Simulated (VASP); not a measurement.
# Mg (I4/mmm) in VASP: notebook, part 2 of 2

VASP 6.6.1. Earlier steps stand in the parts before.

### Step 4. Electric field gradients, LDA (equal xx and yy strain of +2 %)

INCAR reads:

```
PREC     = Accurate       # precision mode
ENCUT    = 520            # plane-wave cutoff, eV
EDIFF    = 1E-8           # SCF threshold, eV
ISMEAR   = -1             # smearing method
SIGMA    = 0.03           # smearing width, eV
LREAL    = False          # projectors in reciprocal space
LASPH    = True           # aspherical terms in the spheres
NELM     = 80             # most SCF steps
ALGO     = Normal         # electronic algorithm
ISIF     = 2              # what is computed and relaxed
LWAVE    = False          # write WAVECAR
LCHARG   = False          # write CHGCAR
LEFG     = True         
NBANDS   = 7              # bands
```

KPOINTS reads:

```
regular mesh
0
Gamma
  19 19 19
```

POSCAR reads:

```
Mg
1.0
   -1.5060300000      1.5060300000      1.4765000000
    1.5060300000     -1.5060300000      1.4765000000
    1.5060300000      1.5060300000     -1.4765000000
Mg
1
Direct
    0.0000000000      0.0000000000      0.0000000000
```

Potentials or basis: VASP PAW LDA potentials, release 64 (Mg).

Run with:

```
> cat potpaw_LDA.64/Mg/POTCAR > POTCAR
> mpirun -np 1 vasp_std > vasp.out
```

OUTCAR:

```text
PREC = Accurate
   ENCUT = 520
   EDIFF = 1E-8
   ISMEAR = -1
   LREAL = False
   LASPH = True
   NELM = 80
   ISIF = 2

 ion  position               nearest neighbor table
   1  0.000  0.000  0.000-

  LATTYP: Found a body centered tetragonal cell.
 ALAT       =     3.0120600000
 C/A-ratio  =     0.9803921569

  Lattice vectors:

 A1 = (  -1.5060300000,   1.5060300000,   1.4765000000)
 A2 = (   1.5060300000,  -1.5060300000,   1.4765000000)
 A3 = (   1.5060300000,   1.5060300000,  -1.4765000000)

Analysis of symmetry for initial positions (statically):
=====================================================================
 Subroutine PRICEL returns:
 Original cell was already a primitive cell.

 Routine SETGRP: Setting up the symmetry group for a
 body centered tetragonal supercell.

 Subroutine GETGRP returns: Found 16 space group operations
 (whereof 16 operations were pure point group operations)
 out of a pool of 16 trial point group operations.

The static configuration has the point symmetry D_4h.

Analysis of symmetry for dynamics (positions and initial velocities):
=====================================================================
 Subroutine PRICEL returns:
 Original cell was already a primitive cell.

 Routine SETGRP: Setting up the symmetry group for a
 body centered tetragonal supercell.

 Subroutine GETGRP returns: Found 16 space group operations
 (whereof 16 operations were pure point group operations)
 out of a pool of 16 trial point group operations.

The dynamic configuration has the point symmetry D_4h.

 Subroutine INISYM returns: Found 16 space group operations
 (whereof 16 operations are pure point group operations),
 and found     1 'primitive' translations

----------------------------------------------------------------------------------------

                                     Primitive cell

  volume of cell :      13.3956

  direct lattice vectors                    reciprocal lattice vectors
    -1.506030000  1.506030000  1.476500000     0.000000000  0.331998699  0.338638673
     1.506030000 -1.506030000  1.476500000     0.331998699  0.000000000  0.338638673
     1.506030000  1.506030000 -1.476500000     0.331998699  0.331998699  0.000000000

  length of vectors
     2.591583487  2.591583487  2.591583487     0.474235476  0.474235476  0.469517062

  position of ions in fractional coordinates (direct lattice)
     0.000000000  0.000000000  0.000000000

  ion indices of the primitive-cell ions
   primitive index   ion index
                 1           1

----------------------------------------------------------------------------------------

 KPOINTS: regular mesh

Automatic generation of k-mesh.
 Grid dimensions read from file:
 generate k-points for:   19   19   19

 Generating k-lattice:
[... 58 lines left out ...]
   LSORBIT =      F    spin-orbit coupling
   LASPH  =      T    aspherical Exc in radial PAW
   ENCUT  =  520.0 eV  38.22 Ry    6.18 a.u.   4.82  4.82  4.82*2*pi/ulx,y,z
   NELM   =     80;   NELMIN=  2; NELMDL= -5     # of ELM steps
   EDIFF  = 0.1E-07   stopping-criterion for ELM
   LREAL  =      F    real-space projection
   EDIFFG = 0.1E-06   stopping-criterion for IOM
   NSW    =      0    number of steps for IOM
   IBRION =     -1    ionic relax: 0-MD 1-quasi-New 2-CG
   NFREE  =      0    steps in history (QN), initial steepest desc. (CG)
   ISIF   =      2    stress and relaxation
   ISYM   =      2    0-nonsym 1-usesym 2-fastsym
   POTIM  = 0.5000    time-step for ionic-motion
   TEBEG  =    0.0;   TEEND  =   0.0 temperature during run
   PSTRESS=    0.0 pullay stress
   NELECT =       2.0000    total number of electrons
   NUPDOWN=      -1.0000    fix difference up-down
   EMIN   =  10.00;   EMAX   =-10.00  energy-range for DOS
   EFERMI =   0.00;   METHOD = LEGACY
   ISMEAR =    -1;   SIGMA  =   0.03  broadening in eV -4-tet -1-fermi 0-gaus
   EFERMI_NEDOS =   21; number of points for ismear=-14 and -15
   IALGO  =     38    algorithm
   IMIX   =      4    mixing-type and parameters
     AMIX     =   0.40;   BMIX     =  1.00
     AMIX_MAG =   1.60;   BMIX_MAG =  1.00
  volume/ion in A,a.u.               =      13.40        90.40
  Fermi-wavevector in a.u.,A,eV,Ry     =   0.868490  1.641207 10.262522  0.754274
  Thomas-Fermi vector in A             =   1.987175
   LORBIT       =      0    0 simple, 1 ext, 2 COOP (PROOUT), +10 PAW based schemes
   GGA     = CA    functional components
   LHFCALC =     F    Hartree Fock is set to
   AEXX    =    0.0000 exact exchange contribution
   IVDW    =     0    specifies the selected vdW correction
   LEPSILON=     F    determine dielectric tensor
   LRPA    =     F    only Hartree local field effects (RPA)
 non-spin polarized calculation
  energy-cutoff  :      520.00
  volume of cell :       13.40
 maximum number of plane-waves:       376
   NGX =  9   NGY =  9   NGZ =  9

 number of electron       2.0000000 magnetization

 Free energy of the ion-electron system (eV)
  ---------------------------------------------------
  ext. energy  EPLUGINS =         0.00000000
  ---------------------------------------------------
  free energy    TOTEN  =        -0.97441568 eV

  energy without entropy =       -0.97340060  energy(sigma->0) =       -0.97390814

 E-fermi :   6.0814     XC(G=0): -10.6040

 val. band max:        6.0806334052   @ k =  -0.3684  -0.3684   0.1579
 cond. band min:       6.0829952439   @ k =  -0.1579  -0.4737   0.0526
 fundamental gap:      0.0023618387
 Fermi energy:         6.0813924497

 k-point     1 :       0.0000    0.0000    0.0000
  band No.  band energies     occupation
      1      -3.5454      2.00000
      2      22.6097      0.00000
      3      23.1733      0.00000
      4      23.1733      0.00000
      5      25.4664      0.00000
      6      26.1028      0.00000
      7      27.4951      0.00000
[... 221 lines left out ...]
 k-point    24 :      -0.2632    0.0526    0.0000
  band No.  band energies     occupation
      1      -1.6047      2.00000
      2      14.2341      0.00000
      3      17.9448      0.00000
      4      21.2403      0.00000
      5      22.2137      0.00000
      6      24.9025      0.00000
      7      29.1396      0.00000

 [... further k-points ...]
[... 5 lines left out ...]
  --------------------------------------------------------------------------------------
  -------------------------------------------------------------------------------------
  Total        3.9687513      3.9687513      4.0237644      0.0000000     -0.0000000      0.0000000
  in kB      474.6831151    474.6831151    481.2629650      0.0000000     -0.0000000      0.0000000
  external PRESSURE =     476.8763984 kB  Pullay stress =       0.0000000 kB

 VOLUME and BASIS-vectors are now :
 -----------------------------------------------------------------------------
  energy-cutoff  :      520.00
  volume of cell :       13.40
      direct lattice vectors                 reciprocal lattice vectors
    -1.506030000  1.506030000  1.476500000     0.000000000  0.331998699  0.338638673
     1.506030000 -1.506030000  1.476500000     0.331998699  0.000000000  0.338638673
     1.506030000  1.506030000 -1.476500000     0.331998699  0.331998699  0.000000000

 POSITION                                       TOTAL-FORCE (eV/Angst)
 -----------------------------------------------------------------------------------
      0.00000      0.00000      0.00000         0.000000      0.000000     -0.000000
 -----------------------------------------------------------------------------------
    total drift:                                0.000000      0.000000      0.000000

  FREE ENERGIE OF THE ION-ELECTRON SYSTEM (eV)
  ---------------------------------------------------
  free  energy   TOTEN  =        -0.9744156838 eV

  energy  without entropy=       -0.9734005985  energy(sigma->0) =       -0.97390814

 Electric field gradients (V/A^2)
---------------------------------------------------------------------
 ion       V_xx      V_yy      V_zz      V_xy      V_xz      V_yz
---------------------------------------------------------------------
   1       0.392     0.392    -0.784    -0.000    -0.000    -0.000
---------------------------------------------------------------------

 Electric field gradients after diagonalization (V/A^2)
 (convention: |V_zz| > |V_xx| > |V_yy|)
----------------------------------------------------------------------
 ion       V_xx      V_yy      V_zz     asymmetry (V_yy - V_xx)/ V_zz
----------------------------------------------------------------------
   1       0.392     0.392    -0.784       0.000
----------------------------------------------------------------------

           NMR quadrupolar parameters

 Cq : quadrupolar parameter    Cq=e*Q*V_zz/h
 eta: asymmetry parameters     (V_yy - V_xx)/ V_zz
 Q  : nuclear electric quadrupole moment in mb (millibarn)
----------------------------------------------------------------------
 ion       Cq(MHz)       eta       Q (mb)
----------------------------------------------------------------------
   1      -0.002       0.000       1.000
----------------------------------------------------------------------
```

Run time: 22 s. Hardware: 1 thread of Intel Xeon Platinum 8488C (Sapphire Rapids), shared host; peak memory 0.16 GiB.

What came out:

* Free energy: -0.9744 eV
* Pressure: 47.7 GPa
* Band gap on the k mesh: zero (bands 1 and 2 overlap by 4.54 eV)
* Largest electric field gradient by atom: Mg -0.8 V/Å²

Levels at points of the mesh, in eV from the Fermi level:
```tsv
k point	band 1	band 2	band 3	band 4	band 5	band 6
(0.00, 0.00, 0.00)	-9.63	16.53	17.09	17.09	19.39	20.02
```

Electric field gradients, principal values (V/Å²):
```
atom  least  middle  greatest (by size)
1 Mg  0.392   0.392              -0.784
```

Caveat: the cell differs from its parent crystal (equal xx and yy strain of +2 %); the cell stands under pressure; without QUAD_EFG the Cq values of the log hold for a quadrupole moment of 1 mb, not for the nuclei.
